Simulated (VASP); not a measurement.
A run of VASP 6.6.1:

File POSCAR:

```
Ru
1.0
    2.7059477279      0.0000000000      0.0000000000
   -1.3529738639      2.3434194737      0.0000000000
    0.0000000000      0.0000000000      4.2579056513
Ru
2
Direct
    0.3333333333      0.6666666667      0.2500000000
    0.6666666667      0.3333333333      0.7500000000
```

File INCAR.step1:

```
SYSTEM = Ru
PREC = Accurate
ENCUT = 620
ISMEAR = -1
SIGMA = 0.1
LREAL = .False.
LASPH = .True.
NELM = 120
NBANDS = 23
GGA = PE
ALGO = Normal
EDIFF = 1E-5
LWAVE = .True.
LCHARG = .False.
GGA_COMPAT = .False.
```

Contents of INCAR.step2:

```
SYSTEM = Ru
PREC = Accurate
ENCUT = 620
EDIFF = 1E-6
ISMEAR = -1
SIGMA = 0.1
LREAL = .False.
LASPH = .True.
NELM = 120
ALGO = Normal
ISIF = 2
LWAVE = .False.
LCHARG = .False.
METAGGA = R2SCAN
LMIXTAU = .True.
NBANDS = 23
ISTART = 1
GGA_COMPAT = .False.
```

The input KPOINTS:

```
regular mesh
0
Gamma
  13 13 8
  0 0 0
```

Potentials or basis: VASP PAW PBE potentials, release 64 (Ru_sv).

Launch:

```bash
$ cat potpaw_PBE.64/Ru_sv/POTCAR > POTCAR
$ cp INCAR.step1 INCAR
$ mpirun -np 1 vasp_std > vasp.out
$ cp INCAR.step2 INCAR
$ mpirun -np 1 vasp_std > vasp.out
```

Hardware: 1 thread of Intel(R) Xeon(R) Platinum 8559C (Emerald Rapids), on a shared host.

Task: Estimate the wall time of this run.

Result: Run time: 2.5 min on 1 thread of Intel(R) Xeon(R) Platinum 8559C (Emerald Rapids), on a shared host, peak memory 0.21 GiB. Counts: k points 105.
